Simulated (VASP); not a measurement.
# SnO (Pm) in VASP: notebook

SnO is run at these levels: LDA; tasks: single point.

Program: VASP 6.6.1. These are calculated values, not measurements. Logs are shortened: lines on timing, memory, paths and dates and some standing lists are left out, and cuts for length are marked.

### Step 1. The cell of the first run

It takes space group Pm (No. 6, monoclinic). Conventional cell: a = 4.222 Å, b = 3.355 Å, c = 5.674 Å, α = 90.00°, β = 90.00°, γ = 90.00°. Within 2.7 Å of Sn (site symmetry m) lie 3 O at 2.05 to 2.26 Å. Sn (site symmetry m) has 3 O at 2.15 to 2.16 Å within 2.8 Å. O (site symmetry m) has 3 Sn at 2.16 to 2.26 Å and 4 O at 2.97 Å within 3.0 Å. O (site symmetry m) has 3 Sn at 2.05 to 2.15 Å within 2.7 Å.

### Step 2. Single point, LDA (atom 1 (Sn) moved by (+0.000, -0.225) A along [1 1 0] and z)

The input, INCAR:

```
SYSTEM = SnO
PREC     = Accurate       ! precision mode
ENCUT    = 520            ! plane-wave cutoff, eV
EDIFF    = 1E-6           ! SCF threshold, eV
ISMEAR   = 0              ! smearing method
SIGMA    = 0.05           ! smearing width, eV
LREAL    = .False.        ! projectors in reciprocal space
LASPH    = .True.         ! aspherical terms in the spheres
NELM     = 100            ! most SCF steps
ALGO     = Normal         ! electronic algorithm
ISIF     = 2              ! what is computed and relaxed
LWAVE    = .False.        ! write WAVECAR
LCHARG   = .False.        ! write CHGCAR
GGA      = CA             ! functional
NBANDS   = 28             ! bands
```

The input, KPOINTS:

```
Automatic mesh
0
Gamma
  8 6 6
  0 0 0
```

The input, POSCAR:

```
SnO
1.0
    3.3550050000      0.0000000000      0.0000000000
    0.0000000000      5.6741040000      0.0000000000
    0.0000000000      0.0000000000      4.2219700000
Sn O
2 2
Direct
    0.0000000000      0.2319090000      0.4598513428
    0.5000000000      0.7680910000      0.0131440000
    0.0000000000      0.8912500000      0.7368570000
    0.5000000000      0.1087500000      0.2368570000
```

Potentials or basis: VASP PAW LDA potentials, release 64 (Sn_d, O).

Run with:

```console
$ cat potpaw_LDA.64/Sn_d/POTCAR potpaw_LDA.64/O/POTCAR > POTCAR
$ mpirun -np 1 vasp_std > vasp.out
```

OUTCAR:

```text
SYSTEM = SnO
   PREC = Accurate
   ENCUT = 520
   EDIFF = 1E-6
   ISMEAR = 0
   LREAL = .False.
   LASPH = .True.
   NELM = 100
   ISIF = 2
   GGA = CA

 ion  position               nearest neighbor table
   1  0.000  0.232  0.460-   4 2.05   4 2.05   3 2.26   2 3.65   2 3.65
   2  0.500  0.768  0.013-   4 2.15   3 2.16   3 2.16   1 3.65   1 3.65
   3  0.000  0.891  0.737-   2 2.16   2 2.16   1 2.26
   4  0.500  0.109  0.237-   1 2.05   1 2.05   2 2.15

  LATTYP: Found a simple orthorhombic cell.
 ALAT       =     3.3550050000
 B/A-ratio  =     1.2584094510
 C/A-ratio  =     1.6912356315

  Lattice vectors:

 A1 = (  -3.3550050000,   0.0000000000,   0.0000000000)
 A2 = (   0.0000000000,   0.0000000000,   4.2219700000)
 A3 = (   0.0000000000,   5.6741040000,   0.0000000000)

Analysis of symmetry for initial positions (statically):
=====================================================================
 Subroutine PRICEL returns:
 Original cell was already a primitive cell.

 Routine SETGRP: Setting up the symmetry group for a
 simple orthorhombic supercell.

 Subroutine GETGRP returns: Found  2 space group operations
 (whereof  2 operations were pure point group operations)
 out of a pool of  8 trial point group operations.

The static configuration has the point symmetry C_1h.

Analysis of symmetry for dynamics (positions and initial velocities):
=====================================================================
 Subroutine PRICEL returns:
 Original cell was already a primitive cell.

 Routine SETGRP: Setting up the symmetry group for a
 simple orthorhombic supercell.

 Subroutine GETGRP returns: Found  2 space group operations
 (whereof  2 operations were pure point group operations)
 out of a pool of  8 trial point group operations.

The dynamic configuration has the point symmetry C_1h.

 Subroutine INISYM returns: Found  2 space group operations
 (whereof  2 operations are pure point group operations),
 and found     1 'primitive' translations

----------------------------------------------------------------------------------------

                                     Primitive cell

  volume of cell :      80.3722

  direct lattice vectors                    reciprocal lattice vectors
     3.355005000  0.000000000  0.000000000     0.298062149  0.000000000  0.000000000
     0.000000000  5.674104000  0.000000000     0.000000000  0.176239279  0.000000000
     0.000000000  0.000000000  4.221970000     0.000000000  0.000000000  0.236856254

  length of vectors
     3.355005000  5.674104000  4.221970000     0.298062149  0.176239279  0.236856254

  position of ions in fractional coordinates (direct lattice)
     0.000000000  0.231909000  0.459851343
     0.500000000  0.768091000  0.013144000
     0.000000000  0.891250000  0.736857000
     0.500000000  0.108750000  0.236857000

  ion indices of the primitive-cell ions
   primitive index   ion index
                 1           1
                 2           2
                 3           3
                 4           4

----------------------------------------------------------------------------------------

 KPOINTS: Automatic mesh

Automatic generation of k-mesh.
 Grid dimensions read from file:
 generate k-points for:    8    6    6

 Generating k-lattice:

  Cartesian coordinates                     Fractional coordinates (reciprocal lattice)
     0.037257769  0.000000000  0.000000000     0.125000000  0.000000000  0.000000000
     0.000000000  0.029373213  0.000000000     0.000000000  0.166666667  0.000000000
     0.000000000  0.000000000  0.039476042     0.000000000  0.000000000  0.166666667

  Length of vectors
     0.037257769  0.029373213  0.039476042

  Shift w.r.t. Gamma in fractional coordinates (k-lattice)
     0.000000000  0.000000000  0.000000000

 Subroutine IBZKPT returns following result:
 ===========================================

 Found    100 irreducible k-points:

 Following reciprocal coordinates:
            Coordinates               Weight
  0.000000  0.000000  0.000000      1.000000
  0.125000  0.000000  0.000000      2.000000
  0.250000  0.000000  0.000000      2.000000
  0.375000  0.000000  0.000000      2.000000
  0.500000  0.000000  0.000000      1.000000
  0.000000  0.166667  0.000000      2.000000
[... 16 lines left out ...]
  0.250000  0.000000  0.166667      4.000000
  0.375000  0.000000  0.166667      4.000000
 [... further k-points ...]
   k-points           NKPTS =    100   k-points in BZ     NKDIM =    100   number of bands    NBANDS=     28
   number of dos      NEDOS =    301   number of ions     NIONS =      4
   total plane-waves  NPLWV =  37632
   dimension x,y,z NGX =    28 NGY =   42 NGZ =   32
   dimension x,y,z NGXF=    56 NGYF=   84 NGZF=   64
   ions per type =               2   2
   NGX,Y,Z   is equivalent  to a cutoff of  13.87, 12.31, 12.60 a.u.
   NGXF,Y,Z  is equivalent  to a cutoff of  27.75, 24.61, 25.20 a.u.
 SYSTEM =  SnO
   PREC   = accura    normal or accurate (medium, high low for compatibility)
   ISTART =      0    job   : 0-new  1-cont  2-samecut
   ICHARG =      2    charge: 1-file 2-atom 10-const
   ISPIN  =      1    spin polarized calculation?
   LNONCOLLINEAR =      F non collinear calculations
   LSORBIT =      F    spin-orbit coupling
   LASPH  =      T    aspherical Exc in radial PAW
   ENCUT  =  520.0 eV  38.22 Ry    6.18 a.u.   6.24 10.55  7.85*2*pi/ulx,y,z
   NELM   =    100;   NELMIN=  2; NELMDL= -5     # of ELM steps
   EDIFF  = 0.1E-05   stopping-criterion for ELM
   LREAL  =      F    real-space projection
   EDIFFG = 0.1E-04   stopping-criterion for IOM
   NSW    =      0    number of steps for IOM
   IBRION =     -1    ionic relax: 0-MD 1-quasi-New 2-CG
   NFREE  =      0    steps in history (QN), initial steepest desc. (CG)
   ISIF   =      2    stress and relaxation
   ISYM   =      2    0-nonsym 1-usesym 2-fastsym
   POTIM  = 0.5000    time-step for ionic-motion
   TEBEG  =    0.0;   TEEND  =   0.0 temperature during run
   PSTRESS=    0.0 pullay stress
   NELECT =      40.0000    total number of electrons
   NUPDOWN=      -1.0000    fix difference up-down
   EMIN   =  10.00;   EMAX   =-10.00  energy-range for DOS
   EFERMI =   0.00;   METHOD = LEGACY
   ISMEAR =     0;   SIGMA  =   0.05  broadening in eV -4-tet -1-fermi 0-gaus
   EFERMI_NEDOS =   21; number of points for ismear=-14 and -15
   IALGO  =     38    algorithm
   IMIX   =      4    mixing-type and parameters
     AMIX     =   0.40;   BMIX     =  1.00
     AMIX_MAG =   1.60;   BMIX_MAG =  1.00
  volume/ion in A,a.u.               =      20.09       135.59
  Fermi-wavevector in a.u.,A,eV,Ry     =   1.297357  2.451650 22.900458  1.683136
  Thomas-Fermi vector in A             =   2.428755
   LORBIT       =      0    0 simple, 1 ext, 2 COOP (PROOUT), +10 PAW based schemes
   GGA     = CA    functional components
   LHFCALC =     F    Hartree Fock is set to
   AEXX    =    0.0000 exact exchange contribution
   IVDW    =     0    specifies the selected vdW correction
   LEPSILON=     F    determine dielectric tensor
   LRPA    =     F    only Hartree local field effects (RPA)
 non-spin polarized calculation
 Gauss-broadening in eV      SIGMA  =   0.05
  energy-cutoff  :      520.00
  volume of cell :       80.37
 maximum number of plane-waves:      2178
 NGX is ok and might be reduce to    28
   NGX = 13   NGY = 21   NGZ = 15

 number of electron      39.9999996 magnetization

 Free energy of the ion-electron system (eV)
  ---------------------------------------------------
  ext. energy  EPLUGINS =         0.00000000
  ---------------------------------------------------
  free energy    TOTEN  =       -25.03414092 eV

  energy without entropy =      -25.03414092  energy(sigma->0) =      -25.03414092

 E-fermi :   5.0168     XC(G=0):  -9.9427

 val. band max:        4.7231522196   @ k =   0.0000   0.0000   0.0000
 cond. band min:       6.0393102695   @ k =   0.3750   0.5000   0.0000
 fundamental gap:      1.3161580499
 Fermi energy:         5.0167580718

 k-point     1 :       0.0000    0.0000    0.0000
  band No.  band energies     occupation
      1     -16.6925      2.00000
      2     -16.2660      2.00000
      3     -16.1526      2.00000
      4     -16.1253      2.00000
      5     -16.0760      2.00000
      6     -16.0566      2.00000
[... 20 lines left out ...]
     27      12.9897      0.00000
     28      13.6241      0.00000

 k-point     2 :       0.1250    0.0000    0.0000
  band No.  band energies     occupation
      1     -16.6932      2.00000
      2     -16.2564      2.00000
      3     -16.1688      2.00000
      4     -16.1156      2.00000
      5     -16.0924      2.00000
      6     -16.0533      2.00000
[... 20 lines left out ...]
     27      12.9323      0.00000
     28      13.8457      0.00000

 k-point     3 :       0.2500    0.0000    0.0000
  band No.  band energies     occupation
      1     -16.7149      2.00000
      2     -16.3032      2.00000
      3     -16.1418      2.00000
      4     -16.1124      2.00000
      5     -16.0927      2.00000
      6     -16.0530      2.00000
[... 20 lines left out ...]
     27      12.6508      0.00000
     28      13.9317      0.00000

 k-point     4 :       0.3750    0.0000    0.0000
  band No.  band energies     occupation
      1     -16.7592      2.00000
      2     -16.3736      2.00000
      3     -16.1155      2.00000
      4     -16.0994      2.00000
      5     -16.0772      2.00000
      6     -16.0689      2.00000
[... 20 lines left out ...]
     27      12.7162      0.00000
     28      13.9729      0.00000

 k-point     5 :       0.5000    0.0000    0.0000
  band No.  band energies     occupation
      1     -16.7819      2.00000
      2     -16.4020      2.00000
      3     -16.1037      2.00000
      4     -16.1036      2.00000
      5     -16.0776      2.00000
      6     -16.0679      2.00000
[... 20 lines left out ...]
     27      13.3312      0.00000
     28      13.8491      0.00000

 k-point     6 :       0.0000    0.1667    0.0000
  band No.  band energies     occupation
      1     -16.6910      2.00000
      2     -16.2668      2.00000
      3     -16.1523      2.00000
      4     -16.1239      2.00000
      5     -16.0762      2.00000
      6     -16.0568      2.00000
[... 463 lines left out ...]
      5     -16.0782      2.00000
      6     -16.0586      2.00000
[... 20 lines left out ...]
     27      13.4372      0.00000
     28      14.6345      0.00000

 k-point    22 :       0.1250    0.0000    0.1667
  band No.  band energies     occupation
      1     -16.6867      2.00000
      2     -16.2779      2.00000
      3     -16.1660      2.00000
      4     -16.1132      2.00000
      5     -16.0941      2.00000
      6     -16.0565      2.00000
[... 20 lines left out ...]
     27      13.5385      0.00000
     28      14.8774      0.00000

 k-point    23 :       0.2500    0.0000    0.1667
  band No.  band energies     occupation
      1     -16.7136      2.00000
      2     -16.3184      2.00000
      3     -16.1441      2.00000
      4     -16.1147      2.00000
      5     -16.0892      2.00000
      6     -16.0559      2.00000
[... 20 lines left out ...]
     27      13.2944      0.00000
     28      14.8909      0.00000

 k-point    24 :       0.3750    0.0000    0.1667
  band No.  band energies     occupation
      1     -16.7622      2.00000
      2     -16.3829      2.00000
      3     -16.1229      2.00000
      4     -16.1068      2.00000
      5     -16.0733      2.00000
      6     -16.0594      2.00000
[... 20 lines left out ...]
     27      13.4028      0.00000
     28      14.4278      0.00000

 [... further k-points ...]

------------------------ aborting loop because EDIFF is reached ----------------------------------------

  FORCE on cell =-STRESS in cart. coord.  units (eV):
  Direction    XX          YY          ZZ          XY          YZ          ZX
  --------------------------------------------------------------------------------------
  -------------------------------------------------------------------------------------
  Total       -0.7946935     -1.7694269     -1.3379716      0.0000000      1.9975619      0.0000000
  in kB      -15.8418045    -35.2726113    -26.6717724      0.0000000     39.8203638      0.0000000
  external PRESSURE =     -25.9287294 kB  Pullay stress =       0.0000000 kB

 VOLUME and BASIS-vectors are now :
 -----------------------------------------------------------------------------
  energy-cutoff  :      520.00
  volume of cell :       80.37
      direct lattice vectors                 reciprocal lattice vectors
     3.355005000  0.000000000  0.000000000     0.298062149  0.000000000  0.000000000
     0.000000000  5.674104000  0.000000000     0.000000000  0.176239279  0.000000000
     0.000000000  0.000000000  4.221970000     0.000000000  0.000000000  0.236856254

 POSITION                                       TOTAL-FORCE (eV/Angst)
 -----------------------------------------------------------------------------------
      0.00000      1.31588      1.94148         0.000000      0.172185      1.530826
      1.67750      4.35823      0.05549         0.000000      0.415212     -0.617597
      0.00000      5.05705      3.11099         0.000000      0.422827      0.038975
      1.67750      0.61706      1.00000         0.000000     -1.010224     -0.952205
 -----------------------------------------------------------------------------------
    total drift:                                0.000000      0.000116     -0.000188

  FREE ENERGIE OF THE ION-ELECTRON SYSTEM (eV)
  ---------------------------------------------------
  free  energy   TOTEN  =       -25.0341409175 eV

  energy  without entropy=      -25.0341409175  energy(sigma->0) =      -25.03414092
```

Wall time 4.6 min (1 thread of Intel Xeon 8259CL, shared host); peak memory 0.29 GiB.

Results:

| Quantity | Value |
| --- | --- |
| Free energy | -25.0341 eV |
| Pressure | -2.6 GPa |
| Largest force | 1.540 eV/Å |
| Band gap on the k mesh | 1.32 eV (least direct gap 2.02 eV) |

Forces in eV/Å, atoms in the order of the input:
```
Sn   0.000  0.172  1.531
Sn   0.000  0.415 -0.618
O    0.000  0.423  0.039
O    0.000 -1.010 -0.952
```

Caveat: the cell differs from its parent crystal (atom 1 (Sn) moved by (+0.000, -0.225) A along [1 1 0] and z); spin-orbit coupling is left out, which moves the levels of the heavy elements; forces of over 1 eV/Å act on the atoms, so gaps and moduli don't describe the material at rest.

### Step 3. Single point, LDA (atom 1 (Sn) moved by (+0.000, +0.225) A along [1 1 0] and z)

The input, INCAR:

```
SYSTEM = SnO
ALGO = Normal
EDIFF = 1E-6
ENCUT = 520
GGA = CA
ISIF = 2
ISMEAR = 0
LASPH = .True.
LCHARG = .True.
LELF = .True.
LREAL = .False.
LVHAR = .True.
LWAVE = .False.
NBANDS = 28
NELM = 80
PREC = Accurate
SIGMA = 0.05
```

The input, KPOINTS:

```
k-points
0
Gamma
  8 6 6
  0 0 0
```

Changes to POSCAR since step 2:

```diff
@@ -8,3 +8,3 @@
 Direct
-    0.0000000000      0.2319090000      0.4598513428
+    0.0000000000      0.2319090000      0.5664366572
     0.5000000000      0.7680910000      0.0131440000
```

Potentials or basis: VASP PAW LDA potentials, release 64 (Sn_d, O).

Run with:

```console
$ cat potpaw_LDA.64/Sn_d/POTCAR potpaw_LDA.64/O/POTCAR > POTCAR
$ mpirun -np 1 vasp_std > vasp.out
```

Wall time 4.5 min (1 thread of Intel Xeon 8259CL, shared host); peak memory 0.29 GiB.

It converged, with:

* Free energy: -24.9777 eV
* Pressure: -6.3 GPa
* Largest force: 1.649 eV/Å
* Band gap on the k mesh: 1.23 eV (least direct gap 1.76 eV)

Forces on the atoms (eV/Å):
```
Sn   0.000 -0.633 -1.523
Sn   0.000  0.742  0.242
O    0.000 -0.299  0.421
O    0.000  0.189  0.860
```

Stress tensor (GPa, compression positive):
```
-7.29  0.00  0.00
 0.00 -4.12 -3.78
 0.00 -3.78 -7.44
```

Levels at points of the mesh, in eV from the valence-band top:
| k point | band 17 | band 18 | band 19 | band 20 | band 21 | band 22 | band 23 | band 24 |
| --- | --- | --- | --- | --- | --- | --- | --- | --- |
| (0.00, 0.00, 0.00) | -3.30 | -2.01 | -1.80 | 0.00 | 2.89 | 3.28 | 5.63 | 6.44 |
| (0.50, 0.00, 0.00) | -2.69 | -2.05 | -1.18 | -1.12 | 1.92 | 2.73 | 5.58 | 5.59 |
| (0.00, 0.50, 0.00) | -3.58 | -2.03 | -1.49 | -1.16 | 3.33 | 3.97 | 4.91 | 5.42 |
| (0.50, 0.50, 0.00) | -2.70 | -2.18 | -0.84 | -0.78 | 1.48 | 2.08 | 5.67 | 6.25 |
| (0.00, 0.00, 0.50) | -2.94 | -2.25 | -1.58 | -1.47 | 2.60 | 2.95 | 5.07 | 5.69 |
| (0.50, 0.00, 0.50) | -3.21 | -2.87 | -1.20 | -0.85 | 1.86 | 2.50 | 4.25 | 4.60 |
| (0.00, 0.50, 0.50) | -2.45 | -2.24 | -1.71 | -1.16 | 1.89 | 2.13 | 5.88 | 6.48 |
| (0.50, 0.50, 0.50) | -3.37 | -3.22 | -0.51 | -0.19 | 2.18 | 2.36 | 4.28 | 4.35 |

Caveat: the cell differs from its parent crystal (atom 1 (Sn) moved by (+0.000, +0.225) A along [1 1 0] and z); the cell stands under tension; spin-orbit coupling is left out, which moves the levels of the heavy elements; forces of over 1 eV/Å act on the atoms, so gaps and moduli don't describe the material at rest.
